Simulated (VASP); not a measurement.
# BeAs3 (P6_3/mmc) in VASP: single point with PBE

Aim: the single point of BeAs3 with PBE.

Program: VASP 6.6.1. These are calculated values, not measurements. Logs are shortened: lines on timing, memory, paths and dates and some standing lists are left out, and cuts for length are marked.

## 1. The cell of the first run

Symmetry: P6_3/mmc, No. 194, hexagonal system. The conventional cell has a = 8.117 Å, b = 8.117 Å, c = 3.626 Å, α = 90.00°, β = 90.00°, γ = 120.00°. Within 3.1 Å of Be (site symmetry -6m2) lie 6 As at 2.33 Å. Within 3.1 Å of As (site symmetry mm2) lie 2 Be at 2.33 Å and 2 As at 2.53 Å.

## 2. Single point, PBE

Input file INCAR:

```
SYSTEM = BeAs3
PREC     = Accurate       ! precision mode
ENCUT    = 510            ! plane-wave cutoff, eV
EDIFF    = 1E-6           ! SCF threshold, eV
ISMEAR   = 0              ! smearing method
SIGMA    = 0.1            ! smearing width, eV
LREAL    = .FALSE.        ! projectors in reciprocal space
LASPH    = .TRUE.         ! aspherical terms in the spheres
NELM     = 120            ! most SCF steps
ALGO     = Normal         ! electronic algorithm
ISIF     = 2              ! what is computed and relaxed
LWAVE    = .FALSE.        ! write WAVECAR
LCHARG   = .TRUE.         ! write CHGCAR
GGA      = PE             ! functional
LELF     = .TRUE.         ! ELF
LVHAR    = .TRUE.       
NBANDS   = 57             ! bands
GGA_COMPAT= .FALSE.
```

Input file KPOINTS:

```
Automatic mesh
0
G
  3 3 6
  0 0 0
```

Input file POSCAR:

```
BeAs3
1.0
    8.1165786137      0.0000000000      0.0000000000
   -4.0582893069      7.0291632713      0.0000000000
    0.0000000000      0.0000000000      3.6263489910
Be As
2 6
Direct
    0.3333333333      0.6666666667      0.2500000000
    0.6666666667      0.3333333333      0.7500000000
    0.7705267431      0.5410534861      0.2500000000
    0.2294732569      0.7705267431      0.7500000000
    0.4589465139      0.2294732569      0.2500000000
    0.2294732569      0.4589465139      0.7500000000
    0.7705267431      0.2294732569      0.2500000000
    0.5410534861      0.7705267431      0.7500000000
```

Potentials or basis: VASP PAW PBE potentials, release 64 (Be, As_d).

Launch:

```console
$ cat potpaw_PBE.64/Be/POTCAR potpaw_PBE.64/As_d/POTCAR > POTCAR
$ mpirun -np 1 vasp_std > vasp.out
```

OUTCAR:

```text
SYSTEM = BeAs3
   PREC = Accurate
   ENCUT = 510
   EDIFF = 1E-6
   ISMEAR = 0
   LREAL = .FALSE.
   LASPH = .TRUE.
   NELM = 120
   ISIF = 2
   GGA = PE

 ion  position               nearest neighbor table
   1  0.333  0.667  0.250-   8 2.33   8 2.33   6 2.33   6 2.33   4 2.33   4 2.33
   2  0.667  0.333  0.750-   5 2.33   5 2.33   3 2.33   3 2.33   7 2.33   7 2.33
   3  0.771  0.541  0.250-   2 2.33   2 2.33   5 2.53   7 2.53
   4  0.229  0.771  0.750-   1 2.33   1 2.33   8 2.53   6 2.53
   5  0.459  0.229  0.250-   2 2.33   2 2.33   3 2.53   7 2.53
   6  0.229  0.459  0.750-   1 2.33   1 2.33   8 2.53   4 2.53
   7  0.771  0.229  0.250-   2 2.33   2 2.33   5 2.53   3 2.53
   8  0.541  0.771  0.750-   1 2.33   1 2.33   6 2.53   4 2.53

  LATTYP: Found a hexagonal cell.
 ALAT       =     8.1165786137
 C/A-ratio  =     0.4467829567

  Lattice vectors:

 A1 = (   8.1165786137,   0.0000000000,   0.0000000000)
 A2 = (  -4.0582893069,   7.0291632713,   0.0000000000)
 A3 = (   0.0000000000,   0.0000000000,   3.6263489910)

Analysis of symmetry for initial positions (statically):
=====================================================================
 Subroutine PRICEL returns:
 Original cell was already a primitive cell.

 Routine SETGRP: Setting up the symmetry group for a
 hexagonal supercell.

 Subroutine GETGRP returns: Found 24 space group operations
 (whereof 12 operations were pure point group operations)
 out of a pool of 24 trial point group operations.

The static configuration has the point symmetry D_3d.
 The point group associated with its full space group is D_6h.

Analysis of symmetry for dynamics (positions and initial velocities):
=====================================================================
 Subroutine PRICEL returns:
 Original cell was already a primitive cell.

 Routine SETGRP: Setting up the symmetry group for a
 hexagonal supercell.

 Subroutine GETGRP returns: Found 24 space group operations
 (whereof 12 operations were pure point group operations)
 out of a pool of 24 trial point group operations.

The dynamic configuration has the point symmetry D_3d.
 The point group associated with its full space group is D_6h.

 Subroutine INISYM returns: Found 24 space group operations
 (whereof 12 operations are pure point group operations),
 and found     1 'primitive' translations

[... 92 lines left out ...]
   NELM   =    120;   NELMIN=  2; NELMDL= -5     # of ELM steps
   EDIFF  = 0.1E-05   stopping-criterion for ELM
   LREAL  =      F    real-space projection
[... 7 lines left out ...]
   TEBEG  =    0.0;   TEEND  =   0.0 temperature during run
   PSTRESS=    0.0 pullay stress
   NELECT =      94.0000    total number of electrons
   NUPDOWN=      -1.0000    fix difference up-down
   EMIN   =  10.00;   EMAX   =-10.00  energy-range for DOS
   EFERMI =   0.00;   METHOD = LEGACY
   ISMEAR =     0;   SIGMA  =   0.10  broadening in eV -4-tet -1-fermi 0-gaus
   EFERMI_NEDOS =   21; number of points for ismear=-14 and -15
   IALGO  =     38    algorithm
   IMIX   =      4    mixing-type and parameters
     AMIX     =   0.40;   BMIX     =  1.00
     AMIX_MAG =   1.60;   BMIX_MAG =  1.00
  volume/ion in A,a.u.               =      25.86       174.52
  Fermi-wavevector in a.u.,A,eV,Ry     =   1.258545  2.378305 21.550747  1.583935
  Thomas-Fermi vector in A             =   2.392149
   LORBIT       =      0    0 simple, 1 ext, 2 COOP (PROOUT), +10 PAW based schemes
   GGA     = PE    functional components
   LHFCALC =     F    Hartree Fock is set to
   AEXX    =    0.0000 exact exchange contribution
   IVDW    =     0    specifies the selected vdW correction
   LEPSILON=     F    determine dielectric tensor
   LRPA    =     F    only Hartree local field effects (RPA)
 non-spin polarized calculation
 Gauss-broadening in eV      SIGMA  =   0.10
  energy-cutoff  :      510.00
  volume of cell :      206.89
 maximum number of plane-waves:      5431
 NGX is ok and might be reduce to    60
   NGX = 29   NGY = 29   NGZ = 13

 number of electron      94.0000037 magnetization

 Free energy of the ion-electron system (eV)
  ---------------------------------------------------
  ext. energy  EPLUGINS =         0.00000000
  ---------------------------------------------------
  free energy    TOTEN  =       -33.89218726 eV

  energy without entropy =      -33.86847397  energy(sigma->0) =      -33.88033062

 E-fermi :   1.3961     XC(G=0):  -8.5564

 val. band max:        1.3843783218   @ k =   0.3333  -0.0000   0.1667
 cond. band min:       1.4376316555   @ k =   0.3333  -0.0000   0.1667
 fundamental gap:      0.0532533337
 Fermi energy:         1.3960582614

 k-point     1 :       0.0000    0.0000    0.0000
  band No.  band energies     occupation
      1     -34.4912      2.00000
      2     -34.4901      2.00000
      3     -34.4741      2.00000
      4     -34.4741      2.00000
      5     -34.4732      2.00000
      6     -34.4732      2.00000
[... 709 lines left out ...]
     56       6.3922      0.00000
     57       6.5029      0.00000

------------------------ aborting loop because EDIFF is reached ----------------------------------------

  FORCE on cell =-STRESS in cart. coord.  units (eV):
  Direction    XX          YY          ZZ          XY          YZ          ZX
  --------------------------------------------------------------------------------------
  -------------------------------------------------------------------------------------
  Total        0.0131101      0.0131101     -0.1683028     -0.0000000      0.0000000      0.0000000
  in kB        0.1015244      0.1015244     -1.3033341     -0.0000000      0.0000000      0.0000000
  external PRESSURE =      -0.3667618 kB  Pullay stress =       0.0000000 kB

 VOLUME and BASIS-vectors are now :
 -----------------------------------------------------------------------------
  energy-cutoff  :      510.00
  volume of cell :      206.89
      direct lattice vectors                 reciprocal lattice vectors
     8.116578614  0.000000000  0.000000000     0.123204622  0.071132222  0.000000000
    -4.058289307  7.029163271  0.000000000     0.000000000  0.142264443  0.000000000
     0.000000000  0.000000000  3.626348991     0.000000000  0.000000000  0.275759449

 POSITION                                       TOTAL-FORCE (eV/Angst)
 -----------------------------------------------------------------------------------
     -0.00000      4.68611      0.90659         0.000000      0.000000      0.000000
      4.05829      2.34305      2.71976         0.000000     -0.000000      0.000000
      4.05829      3.80315      0.90659        -0.000000      0.031588     -0.000000
     -1.26448      5.41616      2.71976        -0.027356      0.015794     -0.000000
      2.79381      1.61300      0.90659        -0.027356     -0.015794     -0.000000
     -0.00000      3.22601      2.71976         0.000000     -0.031588      0.000000
      5.32277      1.61300      0.90659         0.027356     -0.015794      0.000000
      1.26448      5.41616      2.71976         0.027356      0.015794      0.000000
 -----------------------------------------------------------------------------------
    total drift:                               -0.000001      0.000000     -0.000000

  FREE ENERGIE OF THE ION-ELECTRON SYSTEM (eV)
  ---------------------------------------------------
  free  energy   TOTEN  =       -33.8921872635 eV

  energy  without entropy=      -33.8684739686  energy(sigma->0) =      -33.88033062
```

Run time: 85 s. Hardware: 1 thread of AMD EPYC 9R45 (Zen 5), shared host; peak memory 0.32 GiB.

What came out:

| Property | Result |
| --- | --- |
| Free energy | -33.8922 eV |
| Pressure | 0.0 GPa |
| Largest force | 0.032 eV/Å |
| Band gap on the k mesh | zero (bands 47 and 48 overlap by 3.44 eV) |

Forces in eV/Å, atoms in the order of the input:
```
Be   0.000  0.000  0.000
Be   0.000  0.000  0.000
As   0.000  0.032  0.000
As  -0.027  0.016  0.000
As  -0.027 -0.016  0.000
As   0.000 -0.032  0.000
As   0.027 -0.016  0.000
As   0.027  0.016  0.000
```

Stress tensor (GPa, compression positive):
```
 0.01  0.00  0.00
 0.00  0.01  0.00
 0.00  0.00 -0.13
```

Caveat: this functional lacks dispersion, which binds layers or chains, so the pressure and a relaxed spacing across them are unreliable.

The gap in the log of VASP goes by the Fermi energy; the results here count the filled bands.